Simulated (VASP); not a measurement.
# B3C in VASP: a series of runs

The runs below take B3C through single point, with PBE.

Program: VASP 6.6.1. These are calculated values, not measurements. Logs are shortened: lines on timing, memory, paths and dates and some standing lists are left out, and cuts for length are marked.

## 1. The cell of the first run

Symmetry: Pm-3m, No. 221, cubic system. The conventional cell has a = 2.914 Å, b = 2.914 Å, c = 2.914 Å, α = 90.00°, β = 90.00°, γ = 90.00°. B (site symmetry 4/mmm) has 8 B at 2.06 Å and 4 C at 2.06 Å within 2.7 Å. C (site symmetry m-3m) has 12 B at 2.06 Å within 2.7 Å.

## 2. Single point, PBE

File INCAR:

```
SYSTEM = B3C
ALGO = Normal ; EDIFF = 1E-6
ENCUT = 600 ; GGA = PE
GGA_COMPAT = .False. ; ISIF = 2
ISMEAR = 0 ; LASPH = .True.
LCHARG = .True. ; LELF = .True.
LREAL = .False. ; LVHAR = .True.
LWAVE = .False. ; NBANDS = 14
NELM = 120 ; PREC = Accurate
SIGMA = 0.2
```

File KPOINTS:

```
k-points
0
Gamma
  6 6 6
  0 0 0
```

File POSCAR:

```
B3C
1.0
    2.9138327915      0.0000000000      0.0000000000
    0.0000000000      2.9138327915      0.0000000000
    0.0000000000      0.0000000000      2.9138327915
B C
3 1
Direct
    0.0000000000      0.5000000000      0.5000000000
    0.5000000000      0.0000000000      0.5000000000
    0.5000000000      0.5000000000      0.0000000000
    0.0000000000      0.0000000000      0.0000000000
```

Potentials or basis: VASP PAW PBE potentials, release 64 (B, C).

Started as:

```sh
cat potpaw_PBE.64/B/POTCAR potpaw_PBE.64/C/POTCAR > POTCAR
mpirun -np 1 vasp_std > vasp.out
```

OUTCAR:

```text
SYSTEM = B3C
   EDIFF = 1E-6
   ENCUT = 600
   GGA = PE
   ISIF = 2
   ISMEAR = 0
   LASPH = .True.
   LREAL = .False.
   NELM = 120
   PREC = Accurate

 ion  position               nearest neighbor table
   1  0.000  0.500  0.500-   2 2.06   3 2.06   4 2.06   3 2.06   4 2.06   2 2.06   4 2.06   4 2.06
                             2 2.06   3 2.06   3 2.06   2 2.06
   2  0.500  0.000  0.500-   1 2.06   3 2.06   4 2.06   3 2.06   4 2.06   1 2.06   3 2.06   3 2.06
                             1 2.06   4 2.06   4 2.06   1 2.06
   3  0.500  0.500  0.000-   1 2.06   2 2.06   4 2.06   1 2.06   2 2.06   2 2.06   4 2.06   2 2.06
                             1 2.06   4 2.06   1 2.06   4 2.06
   4  0.000  0.000  0.000-   1 2.06   2 2.06   3 2.06   1 2.06   2 2.06   1 2.06   3 2.06   1 2.06
                             2 2.06   3 2.06   2 2.06   3 2.06

  LATTYP: Found a simple cubic cell.
 ALAT       =     2.9138327915

  Lattice vectors:

 A1 = (   2.9138327915,   0.0000000000,   0.0000000000)
 A2 = (   0.0000000000,   2.9138327915,   0.0000000000)
 A3 = (   0.0000000000,   0.0000000000,   2.9138327915)

Analysis of symmetry for initial positions (statically):
=====================================================================
 Subroutine PRICEL returns:
 Original cell was already a primitive cell.

 Routine SETGRP: Setting up the symmetry group for a
 simple cubic supercell.

 Subroutine GETGRP returns: Found 48 space group operations
 (whereof 48 operations were pure point group operations)
 out of a pool of 48 trial point group operations.

The static configuration has the point symmetry O_h .

Analysis of symmetry for dynamics (positions and initial velocities):
=====================================================================
 Subroutine PRICEL returns:
 Original cell was already a primitive cell.

 Routine SETGRP: Setting up the symmetry group for a
 simple cubic supercell.

 Subroutine GETGRP returns: Found 48 space group operations
 (whereof 48 operations were pure point group operations)
 out of a pool of 48 trial point group operations.

The dynamic configuration has the point symmetry O_h .

 Subroutine INISYM returns: Found 48 space group operations
 (whereof 48 operations are pure point group operations),
 and found     1 'primitive' translations

----------------------------------------------------------------------------------------

                                     Primitive cell

  volume of cell :      24.7397

[... 100 lines left out ...]
   EMIN   =  10.00;   EMAX   =-10.00  energy-range for DOS
   EFERMI =   0.00;   METHOD = LEGACY
   ISMEAR =     0;   SIGMA  =   0.20  broadening in eV -4-tet -1-fermi 0-gaus
   EFERMI_NEDOS =   21; number of points for ismear=-14 and -15
   IALGO  =     38    algorithm
   IMIX   =      4    mixing-type and parameters
     AMIX     =   0.40;   BMIX     =  1.00
     AMIX_MAG =   1.60;   BMIX_MAG =  1.00
  volume/ion in A,a.u.               =       6.18        41.74
  Fermi-wavevector in a.u.,A,eV,Ry     =   1.321066  2.496454 23.745112  1.745217
  Thomas-Fermi vector in A             =   2.450847
   LORBIT       =      0    0 simple, 1 ext, 2 COOP (PROOUT), +10 PAW based schemes
   GGA     = PE    functional components
   LHFCALC =     F    Hartree Fock is set to
   AEXX    =    0.0000 exact exchange contribution
   IVDW    =     0    specifies the selected vdW correction
   LEPSILON=     F    determine dielectric tensor
   LRPA    =     F    only Hartree local field effects (RPA)
 non-spin polarized calculation
 Gauss-broadening in eV      SIGMA  =   0.20
  energy-cutoff  :      600.00
  volume of cell :       24.74
 maximum number of plane-waves:       844
 NGX is ok and might be reduce to    24

 number of electron      13.0000001 magnetization

 Free energy of the ion-electron system (eV)
  ---------------------------------------------------
  ext. energy  EPLUGINS =         0.00000000
  ---------------------------------------------------
  free energy    TOTEN  =       -20.38037238 eV

  energy without entropy =      -20.34758786  energy(sigma->0) =      -20.36398012

 E-fermi :  10.1758     XC(G=0): -12.9807

 val. band max:       10.1663278103   @ k =   0.5000   0.1667   0.0000
 cond. band min:      10.2493033454   @ k =   0.3333   0.3333   0.0000
 fundamental gap:      0.0829755351
 Fermi energy:        10.1758424183

 k-point     1 :       0.0000    0.0000    0.0000
  band No.  band energies     occupation
      1      -9.4619      2.00000
      2       2.6620      2.00000
      3       2.6620      2.00000
      4       2.6620      2.00000
      5       5.8332      2.00000
      6       9.8904      1.95642
      7       9.8904      1.95642
      8      13.7857      0.00000
      9      13.7857      0.00000
     10      13.7857      0.00000
     11      16.0550      0.00000
     12      16.0550      0.00000
     13      16.0550      0.00000
     14      24.0602      0.00000
[... 309 lines left out ...]
      1      -0.6275      2.00000
      2      -0.0049      2.00000
      3      -0.0049      2.00000
      4      -0.0049      2.00000
      5       0.6573      2.00000
      6       4.6284      2.00000
      7       4.6284      2.00000
      8       4.6284      2.00000
      9      18.7650      0.00000
     10      18.7650      0.00000
     11      18.7650      0.00000
     12      22.5891      0.00000
     13      22.5891      0.00000
     14      22.6201      0.00000

------------------------ aborting loop because EDIFF is reached ----------------------------------------

  FORCE on cell =-STRESS in cart. coord.  units (eV):
  Direction    XX          YY          ZZ          XY          YZ          ZX
  --------------------------------------------------------------------------------------
  -------------------------------------------------------------------------------------
  Total       -0.1337450     -0.1337450     -0.1337450      0.0000000      0.0000000      0.0000000
  in kB       -8.6615225     -8.6615225     -8.6615225      0.0000000      0.0000000      0.0000000
  external PRESSURE =      -8.6615225 kB  Pullay stress =       0.0000000 kB

 VOLUME and BASIS-vectors are now :
 -----------------------------------------------------------------------------
  energy-cutoff  :      600.00
  volume of cell :       24.74
      direct lattice vectors                 reciprocal lattice vectors
     2.913832791  0.000000000  0.000000000     0.343190592  0.000000000  0.000000000
     0.000000000  2.913832791  0.000000000     0.000000000  0.343190592  0.000000000
     0.000000000  0.000000000  2.913832791     0.000000000  0.000000000  0.343190592

 POSITION                                       TOTAL-FORCE (eV/Angst)
 -----------------------------------------------------------------------------------
      0.00000      1.45692      1.45692         0.000000      0.000000      0.000000
      1.45692      0.00000      1.45692         0.000000      0.000000      0.000000
      1.45692      1.45692      0.00000         0.000000      0.000000      0.000000
      0.00000      0.00000      0.00000         0.000000      0.000000      0.000000
 -----------------------------------------------------------------------------------
    total drift:                                0.000000     -0.000000     -0.000000

  FREE ENERGIE OF THE ION-ELECTRON SYSTEM (eV)
  ---------------------------------------------------
  free  energy   TOTEN  =       -20.3803723787 eV

  energy  without entropy=      -20.3475878597  energy(sigma->0) =      -20.36398012
```

Wall time 7.2 s (1 thread of AMD EPYC 9R45 (Zen 5), shared host); peak memory 0.1 GiB.

Results:

| Item | Value |
| --- | --- |
| Free energy | -20.3804 eV |
| Pressure | -0.9 GPa |

## 3. Single point, PBE

This run uses another cell than the first one: it holds 8 atoms, not 4.

File INCAR:

```
ALGO = Normal
EDIFF = 1E-6
ENCUT = 600
GGA = PE
GGA_COMPAT = F
ISIF = 2
ISMEAR = 0
LASPH = T
LCHARG = F
LREAL = F
LWAVE = F
NBANDS = 23
NELM = 120
PREC = Accurate
SIGMA = 0.2
```

File KPOINTS:

```
k-points
0
Gamma
  4 4 4
```

File POSCAR:

```
B3C
1.0
    0.0000000000      2.9009295879      2.9009295879
    2.9009295879      0.0000000000      2.9009295879
    2.9009295879      2.9009295879      0.0000000000
B C
6 2
Direct
    0.2500770211      0.7499229789      0.7499229789
    0.7499229789      0.2500770211      0.2500770211
    0.7499229789      0.2500770211      0.7499229789
    0.2500770211      0.7499229789      0.2500770211
    0.7499229789      0.7499229789      0.2500770211
    0.2500770211      0.2500770211      0.7499229789
    0.2500000000      0.2500000000      0.2500000000
    0.7500000000      0.7500000000      0.7500000000
```

Potentials or basis: VASP PAW PBE potentials, release 64 (B, C).

Started as:

```sh
cat potpaw_PBE.64/B/POTCAR potpaw_PBE.64/C/POTCAR > POTCAR
mpirun -np 1 vasp_std > vasp.out
```

Run time: 14 s. Hardware: 1 thread of AMD EPYC 9R45 (Zen 5), shared host; peak memory 0.16 GiB.

It converged, with:

```yaml
Free_energy: -40.9480 eV
Pressure: -0.6 GPa
Largest_force: 0.004 eV/Å
Band_gap_on_the_k_mesh: zero (band 13 reaches 10.67 eV, above the bottom of band 14 at 8.77 eV)
```

Forces in eV/Å, atoms in the order of the input:
```
B    0.004  0.000  0.000
B   -0.004  0.000  0.000
B    0.000  0.004  0.000
B    0.000 -0.004  0.000
B    0.000  0.000  0.004
B    0.000  0.000 -0.004
C    0.000  0.000  0.000
C    0.000  0.000  0.000
```

Levels at points of the mesh, in eV from the Fermi level:
```csv
k point,band 10,band 11,band 12,band 13,band 14,band 15,band 16,band 17
"(0.00, 0.00, 0.00)",-5.65,-5.65,-5.65,-4.49,-0.34,-0.34,3.48,3.48
"(0.50, 0.00, 0.00)",-3.89,-1.68,-1.68,-1.68,-1.68,2.62,2.62,4.74
"(0.50, 0.50, 0.00)",-2.90,-1.86,-1.14,-0.59,0.26,1.11,1.12,1.16
```

Caveat: the k points lie up to 0.47 Å⁻¹ apart.
